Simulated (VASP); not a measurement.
A run of VASP 6.6.1 is set up as follows.

The input INCAR:

```
PREC = Accurate
ENCUT = 600
EDIFF = 1E-6
ISMEAR = 0
SIGMA = 0.02
LREAL = False
LASPH = True
NELM = 120
ALGO = Normal
ISIF = 2
LWAVE = False
LCHARG = True
GGA = PE
LELF = True
LVHAR = True
NBANDS = 35
GGA_COMPAT = False
```

Contents of KPOINTS:

```
regular mesh
0
Gamma
  6 6 8
```

POSCAR

```
SnO2
1.0
    4.8275916091      0.0000000000      0.0000000000
    0.0000000000      4.8275916091      0.0000000000
    0.0000000000      0.0000000000      3.2379146019
Sn O
2 4
Direct
    0.0000000000      0.0000000000      0.0000000000
    0.5000000000      0.5000000000      0.5000000000
    0.3065979776      0.3065979776      0.0000000000
    0.1934020224      0.8065979776      0.5000000000
    0.6934020224      0.6934020224      0.0000000000
    0.8065979776      0.1934020224      0.5000000000
```

Potentials or basis: VASP PAW PBE potentials, release 64 (Sn_d, O).

Launch:

```bash
$ cat potpaw_PBE.64/Sn_d/POTCAR potpaw_PBE.64/O/POTCAR > POTCAR
$ mpirun -np 1 vasp_std > vasp.out
```

Task: Predict the pressure.

Result: 0.4 GPa.

Task: Estimate the largest force.

Result: 0.019 eV/Å.

Stress tensor (GPa, compression positive):
```
0.34 0.00 0.00
0.00 0.34 0.00
0.00 0.00 0.64
```
